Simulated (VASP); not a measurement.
A run of VASP 6.6.1 is set up as follows.

INCAR

```
  ALGO = Normal
  EDIFF = 1E-6
  ENCUT = 520
  GGA = PE
  ISIF = 2
  ISMEAR = -1
  LASPH = True
  LCHARG = False
  LREAL = False
  LWAVE = False
  NBANDS = 15
  NELM = 80
  PREC = Accurate
  SIGMA = 0.05
```

Contents of KPOINTS:

```
k-points
0
Gamma
  12 12 6
```

POSCAR

```
Fe
1.0
    0.0000000000      1.8195000000      1.8195000000
    1.8195000000      0.0000000000      1.8195000000
    3.6390000000      3.6390000000      0.0000000000
Fe
2
Direct
    0.0000000000      0.0000000000      0.0000000000
    0.0000000000      0.0000000000      0.5000000000
```

Potentials or basis: VASP PAW PBE potentials, release 64 (Fe).

Run with:

```console
$ cat potpaw_PBE.64/Fe/POTCAR > POTCAR
$ mpirun -np 1 vasp_std > vasp.out
```

Q: Predict the band gap on the k mesh.

A: Zero (band 8 reaches 5.88 eV, above the bottom of band 9 at 4.56 eV).

Q: What does it give for the pressure?

A: -31.7 GPa.

Caveat: the run has no spin polarisation, though such a crystal can be magnetic. Spin polarisation is off, so any magnetic state and its effect on volume and gap are missing.
